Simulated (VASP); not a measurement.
# Pd (P6_3/mmc) in VASP: further runs

The runs below take Pd through single point, with RPBE.

Everything below comes from runs of VASP 6.6.1. Logs are shortened: lines on timing, memory, paths and dates and some standing lists are left out, and cuts for length are marked.

### 1 The cell of the first run

Symmetry: P6_3/mmc, No. 194, hexagonal system. The conventional cell has a = 2.810 Å, b = 2.810 Å, c = 9.262 Å, α = 90.00°, β = 90.00°, γ = 120.00°. Within 3.7 Å of Pd (site symmetry -3m) lie 12 Pd at 2.81 to 2.83 Å. Within 3.7 Å of Pd (site symmetry -6m2) lie 12 Pd at 2.81 to 2.83 Å.

### 2 Single point, RPBE

The input, INCAR:

```
SYSTEM = Pd
PREC     = Accurate       ! precision mode
ENCUT    = 520            ! plane-wave cutoff, eV
EDIFF    = 1E-6           ! SCF threshold, eV
ISMEAR   = -1             ! smearing method
SIGMA    = 0.1            ! smearing width, eV
LREAL    = .False.        ! projectors in reciprocal space
LASPH    = .True.         ! aspherical terms in the spheres
NELM     = 60             ! most SCF steps
ALGO     = Normal         ! electronic algorithm
ISIF     = 2              ! what is computed and relaxed
LWAVE    = .False.        ! write WAVECAR
LCHARG   = .False.        ! write CHGCAR
GGA      = RP             ! functional
NBANDS   = 28             ! bands
```

The input, KPOINTS:

```
regular mesh
0
Gamma
  13 13 4
  0 0 0
```

The input, POSCAR:

```
Pd
1.0
    2.8104923619      0.0000000000      0.0000000000
   -1.4052461810      2.4339577826      0.0000000000
    0.0000000000      0.0000000000      9.2618297452
Pd
4
Direct
    0.0000000000      0.0000000000      0.0000000000
    0.0000000000      0.0000000000      0.5000000000
    0.3333333333      0.6666666667      0.2500000000
    0.6666666667      0.3333333333      0.7500000000
```

Potentials or basis: VASP PAW PBE potentials, release 64 (Pd).

The run is started by

```sh
> cat potpaw_PBE.64/Pd/POTCAR > POTCAR
> mpirun -np 1 vasp_std > vasp.out
```

OUTCAR:

```text
SYSTEM = Pd
   PREC = Accurate
   ENCUT = 520
   EDIFF = 1E-6
   ISMEAR = -1
   LREAL = .False.
   LASPH = .True.
   NELM = 60
   ISIF = 2
   GGA = RP

 ion  position               nearest neighbor table
   1  0.000  0.000  0.000-   3 2.83   4 2.83   4 2.83   3 2.83   4 2.83   3 2.83
   2  0.000  0.000  0.500-   3 2.83   4 2.83   4 2.83   3 2.83   4 2.83   3 2.83
   3  0.333  0.667  0.250-   1 2.83   2 2.83   1 2.83   2 2.83   1 2.83   2 2.83
   4  0.667  0.333  0.750-   1 2.83   2 2.83   1 2.83   2 2.83   1 2.83   2 2.83

  LATTYP: Found a hexagonal cell.
 ALAT       =     2.8104923619
 C/A-ratio  =     3.2954473995

  Lattice vectors:

 A1 = (   2.8104923619,   0.0000000000,   0.0000000000)
 A2 = (  -1.4052461810,   2.4339577826,   0.0000000000)
 A3 = (   0.0000000000,   0.0000000000,   9.2618297452)

Analysis of symmetry for initial positions (statically):
=====================================================================
 Subroutine PRICEL returns:
 Original cell was already a primitive cell.

 Routine SETGRP: Setting up the symmetry group for a
 hexagonal supercell.

 Subroutine GETGRP returns: Found 24 space group operations
 (whereof 12 operations were pure point group operations)
 out of a pool of 24 trial point group operations.

The static configuration has the point symmetry D_3d.
 The point group associated with its full space group is D_6h.

Analysis of symmetry for dynamics (positions and initial velocities):
=====================================================================
 Subroutine PRICEL returns:
 Original cell was already a primitive cell.

 Routine SETGRP: Setting up the symmetry group for a
 hexagonal supercell.

 Subroutine GETGRP returns: Found 24 space group operations
 (whereof 12 operations were pure point group operations)
 out of a pool of 24 trial point group operations.

The dynamic configuration has the point symmetry D_3d.
 The point group associated with its full space group is D_6h.

 Subroutine INISYM returns: Found 24 space group operations
 (whereof 12 operations are pure point group operations),
 and found     1 'primitive' translations

----------------------------------------------------------------------------------------

                                     Primitive cell

  volume of cell :      63.3567

  direct lattice vectors                    reciprocal lattice vectors
     2.810492362  0.000000000  0.000000000     0.355809542  0.205426735  0.000000000
    -1.405246181  2.433957783  0.000000000     0.000000000  0.410853470  0.000000000
     0.000000000  0.000000000  9.261829745     0.000000000  0.000000000  0.107970026

  length of vectors
     2.810492362  2.810492362  9.261829745     0.410853470  0.410853470  0.107970026

  position of ions in fractional coordinates (direct lattice)
     0.000000000  0.000000000  0.000000000
     0.000000000  0.000000000  0.500000000
     0.333333333  0.666666667  0.250000000
     0.666666667  0.333333333  0.750000000

  ion indices of the primitive-cell ions
   primitive index   ion index
                 1           1
                 2           2
                 3           3
                 4           4

----------------------------------------------------------------------------------------

 KPOINTS: regular mesh

Automatic generation of k-mesh.
 Grid dimensions read from file:
 generate k-points for:   13   13    4

 Generating k-lattice:

  Cartesian coordinates                     Fractional coordinates (reciprocal lattice)
     0.027369965  0.015802057  0.000000000     0.076923077  0.000000000  0.000000000
     0.000000000  0.031604113  0.000000000     0.000000000  0.076923077  0.000000000
     0.000000000  0.000000000  0.026992507     0.000000000  0.000000000  0.250000000

  Length of vectors
     0.031604113  0.031604113  0.026992507

  Shift w.r.t. Gamma in fractional coordinates (k-lattice)
     0.000000000  0.000000000  0.000000000

 Subroutine IBZKPT returns following result:
 ===========================================

 Found     63 irreducible k-points:

 Following reciprocal coordinates:
            Coordinates               Weight
  0.000000  0.000000  0.000000      1.000000
  0.076923 -0.000000  0.000000      6.000000
  0.153846 -0.000000  0.000000      6.000000
  0.230769 -0.000000  0.000000      6.000000
  0.307692 -0.000000  0.000000      6.000000
  0.384615 -0.000000  0.000000      6.000000
[... 16 lines left out ...]
  0.076923 -0.000000  0.250000     12.000000
  0.153846 -0.000000  0.250000     12.000000
 [... further k-points ...]
   k-points           NKPTS =     63   k-points in BZ     NKDIM =     63   number of bands    NBANDS=     28
   number of dos      NEDOS =    301   number of ions     NIONS =      4
   total plane-waves  NPLWV =  40320
   dimension x,y,z NGX =    24 NGY =   24 NGZ =   70
   dimension x,y,z NGXF=    48 NGYF=   48 NGZF=  140
   ions per type =               4
   NGX,Y,Z   is equivalent  to a cutoff of  14.20, 14.20, 12.56 a.u.
   NGXF,Y,Z  is equivalent  to a cutoff of  28.39, 28.39, 25.13 a.u.
 SYSTEM =  Pd
   PREC   = accura    normal or accurate (medium, high low for compatibility)
   ISTART =      0    job   : 0-new  1-cont  2-samecut
   ICHARG =      2    charge: 1-file 2-atom 10-const
   ISPIN  =      1    spin polarized calculation?
   LNONCOLLINEAR =      F non collinear calculations
   LSORBIT =      F    spin-orbit coupling
   LASPH  =      T    aspherical Exc in radial PAW
   ENCUT  =  520.0 eV  38.22 Ry    6.18 a.u.   5.23  5.23 17.22*2*pi/ulx,y,z
   NELM   =     60;   NELMIN=  2; NELMDL= -5     # of ELM steps
   EDIFF  = 0.1E-05   stopping-criterion for ELM
   LREAL  =      F    real-space projection
   EDIFFG = 0.1E-04   stopping-criterion for IOM
   NSW    =      0    number of steps for IOM
   IBRION =     -1    ionic relax: 0-MD 1-quasi-New 2-CG
   NFREE  =      0    steps in history (QN), initial steepest desc. (CG)
   ISIF   =      2    stress and relaxation
   ISYM   =      2    0-nonsym 1-usesym 2-fastsym
   POTIM  = 0.5000    time-step for ionic-motion
   TEBEG  =    0.0;   TEEND  =   0.0 temperature during run
   PSTRESS=    0.0 pullay stress
   NELECT =      40.0000    total number of electrons
   NUPDOWN=      -1.0000    fix difference up-down
   EMIN   =  10.00;   EMAX   =-10.00  energy-range for DOS
   EFERMI =   0.00;   METHOD = LEGACY
   ISMEAR =    -1;   SIGMA  =   0.10  broadening in eV -4-tet -1-fermi 0-gaus
   EFERMI_NEDOS =   21; number of points for ismear=-14 and -15
   IALGO  =     38    algorithm
   IMIX   =      4    mixing-type and parameters
     AMIX     =   0.40;   BMIX     =  1.00
     AMIX_MAG =   1.60;   BMIX_MAG =  1.00
  volume/ion in A,a.u.               =      15.84       106.89
  Fermi-wavevector in a.u.,A,eV,Ry     =   1.404421  2.653971 26.836121  1.972399
  Thomas-Fermi vector in A             =   2.526985
   LORBIT       =      0    0 simple, 1 ext, 2 COOP (PROOUT), +10 PAW based schemes
   GGA     = RP    functional components
   LHFCALC =     F    Hartree Fock is set to
   AEXX    =    0.0000 exact exchange contribution
   IVDW    =     0    specifies the selected vdW correction
   LEPSILON=     F    determine dielectric tensor
   LRPA    =     F    only Hartree local field effects (RPA)
 non-spin polarized calculation
  energy-cutoff  :      520.00
  volume of cell :       63.36
 maximum number of plane-waves:      1720
 NGX is ok and might be reduce to    24
   NGX = 11   NGY = 11   NGZ = 35

 number of electron      39.9999997 magnetization

 Free energy of the ion-electron system (eV)
  ---------------------------------------------------
  ext. energy  EPLUGINS =         0.00000000
  ---------------------------------------------------
  free energy    TOTEN  =       -18.61129201 eV

  energy without entropy =      -18.34209905  energy(sigma->0) =      -18.47669553

 E-fermi :   8.7793     XC(G=0): -12.6303

 val. band max:        8.7786272441   @ k =   0.4615  -0.0000   0.0000
 cond. band min:       8.7824825655   @ k =   0.3077   0.2308   0.0000
 fundamental gap:      0.0038553214
 Fermi energy:         8.7793055472

 k-point     1 :       0.0000    0.0000    0.0000
  band No.  band energies     occupation
      1       2.1804      2.00000
      2       3.7654      2.00000
      3       3.7707      2.00000
      4       3.9925      2.00000
      5       6.1750      2.00000
      6       6.1841      2.00000
[... 20 lines left out ...]
     27      22.5626      0.00000
     28      25.6440      0.00000

 k-point     2 :       0.0769   -0.0000    0.0000
  band No.  band energies     occupation
      1       2.3609      2.00000
      2       3.9275      2.00000
      3       3.9342      2.00000
      4       4.1205      2.00000
      5       5.9248      2.00000
      6       6.0708      2.00000
[... 20 lines left out ...]
     27      22.6764      0.00000
     28      25.6673      0.00000

 k-point     3 :       0.1538   -0.0000    0.0000
  band No.  band energies     occupation
      1       2.8717      2.00000
      2       4.3207      2.00000
      3       4.3453      2.00000
      4       4.4589      2.00000
      5       5.5525      2.00000
      6       5.7564      2.00000
[... 20 lines left out ...]
     27      22.9970      0.00000
     28      24.4037      0.00000

 k-point     4 :       0.2308   -0.0000    0.0000
  band No.  band energies     occupation
      1       3.5841      2.00000
      2       4.5273      2.00000
      3       4.6135      2.00000
      4       4.8132      2.00000
      5       5.3285      2.00000
      6       5.4586      2.00000
[... 578 lines left out ...]
     27      24.4237      0.00000
     28      25.7442      0.00000

 k-point    23 :       0.0769   -0.0000    0.2500
  band No.  band energies     occupation
      1       2.4897      2.00000
      2       3.4005      2.00000
      3       4.1453      2.00000
      4       4.1876      2.00000
      5       5.8978      2.00000
      6       6.0552      2.00000
[... 20 lines left out ...]
     27      24.5650      0.00000
     28      25.8226      0.00000

 k-point    24 :       0.1538   -0.0000    0.2500
  band No.  band energies     occupation
      1       2.9894      2.00000
      2       3.8285      2.00000
      3       4.4700      2.00000
      4       4.5839      2.00000
      5       5.7028      2.00000
      6       5.7519      2.00000
[... 20 lines left out ...]
     27      24.3285      0.00000
     28      24.9326      0.00000

 [... further k-points ...]
[... 5 lines left out ...]
  --------------------------------------------------------------------------------------
  -------------------------------------------------------------------------------------
  Total       -0.0800777     -0.0800777     -0.0851134      0.0000000      0.0000000      0.0000000
  in kB       -2.0250241     -2.0250241     -2.1523659      0.0000000      0.0000000      0.0000000
  external PRESSURE =      -2.0674714 kB  Pullay stress =       0.0000000 kB

 VOLUME and BASIS-vectors are now :
 -----------------------------------------------------------------------------
  energy-cutoff  :      520.00
  volume of cell :       63.36
      direct lattice vectors                 reciprocal lattice vectors
     2.810492362  0.000000000  0.000000000     0.355809542  0.205426735  0.000000000
    -1.405246181  2.433957783  0.000000000     0.000000000  0.410853470  0.000000000
     0.000000000  0.000000000  9.261829745     0.000000000  0.000000000  0.107970026

 POSITION                                       TOTAL-FORCE (eV/Angst)
 -----------------------------------------------------------------------------------
      0.00000      0.00000      0.00000         0.000000      0.000000     -0.000000
      0.00000      0.00000      4.63091         0.000000      0.000000     -0.000000
     -0.00000      1.62264      2.31546        -0.000000     -0.000000      0.000000
      1.40525      0.81132      6.94637         0.000000     -0.000000      0.000000
 -----------------------------------------------------------------------------------
    total drift:                               -0.000000      0.000000      0.000000

  FREE ENERGIE OF THE ION-ELECTRON SYSTEM (eV)
  ---------------------------------------------------
  free  energy   TOTEN  =       -18.6112920121 eV

  energy  without entropy=      -18.3420990548  energy(sigma->0) =      -18.47669553
```

Wall time 64 s (1 thread of Intel Xeon 6975P-C, shared host); peak memory 0.24 GiB.

What came out:

```yaml
Free_energy: -18.6113 eV
Pressure: -0.2 GPa
Band_gap_on_the_k_mesh: zero (band 20 reaches 8.93 eV, above the bottom of band 21 at 8.11 eV)
```

Caveat: the PAW data sets were made with another functional, which shifts forces and pressure a little.

### 3 Single point, RPBE (volume scaled by 0.88)

The input, INCAR:

```
SYSTEM = Pd
  PREC = Accurate
  ENCUT = 520
  EDIFF = 1E-6
  ISMEAR = -1
  SIGMA = 0.1
  LREAL = .False.
  LASPH = .True.
  NELM = 100
  ALGO = Normal
  ISIF = 2
  LWAVE = .False.
  LCHARG = .True.
  GGA = RP
  LELF = .True.
  LVHAR = .True.
  NBANDS = 28
```

The input, KPOINTS:

```
regular mesh
0
Gamma
  14 14 4
  0 0 0
```

The input, POSCAR:

```
Pd
1.0
    2.6932497822      0.0000000000      0.0000000000
   -1.3466248911      2.3324227301      0.0000000000
    0.0000000000      0.0000000000      8.8754629907
Pd
4
Direct
    0.0000000000      0.0000000000      0.0000000000
    0.0000000000      0.0000000000      0.5000000000
    0.3333333333      0.6666666667      0.2500000000
    0.6666666667      0.3333333333      0.7500000000
```

Potentials or basis: VASP PAW PBE potentials, release 64 (Pd).

The run is started by

```sh
> cat potpaw_PBE.64/Pd/POTCAR > POTCAR
> mpirun -np 1 vasp_std > vasp.out
```

Wall time 74 s (1 thread of Intel Xeon 6975P-C, shared host); peak memory 0.22 GiB.

The run converged. Its results:

```
Free energy            : -18.0670 eV
Pressure               : 26.2 GPa
Band gap on the k mesh : zero (band 20 reaches 11.12 eV, above the bottom of band 21 at 10.09 eV)
```

Stress tensor (GPa, compression positive):
```
26.48  0.00  0.00
 0.00 26.48  0.00
 0.00  0.00 25.51
```

Levels at points of the mesh, in eV from the Fermi level:
| k point | band 18 | band 19 | band 20 | band 21 | band 22 | band 23 |
| --- | --- | --- | --- | --- | --- | --- |
| (0.00, 0.00, 0.00) | -1.19 | -1.19 | -0.79 | -0.79 | -0.16 | -0.16 |
| (0.50, 0.00, 0.00) | 0.18 | 0.20 | 0.22 | 1.38 | 2.39 | 3.91 |
| (0.00, 0.00, 0.50) | -1.44 | -1.09 | -1.09 | -0.43 | -0.43 | -0.43 |
| (0.50, 0.00, 0.50) | 0.01 | 0.18 | 0.18 | 2.55 | 2.55 | 4.02 |

Caveat: the PAW data sets were made with another functional, which shifts forces and pressure a little.

(Part 1 of 2 ends here.)
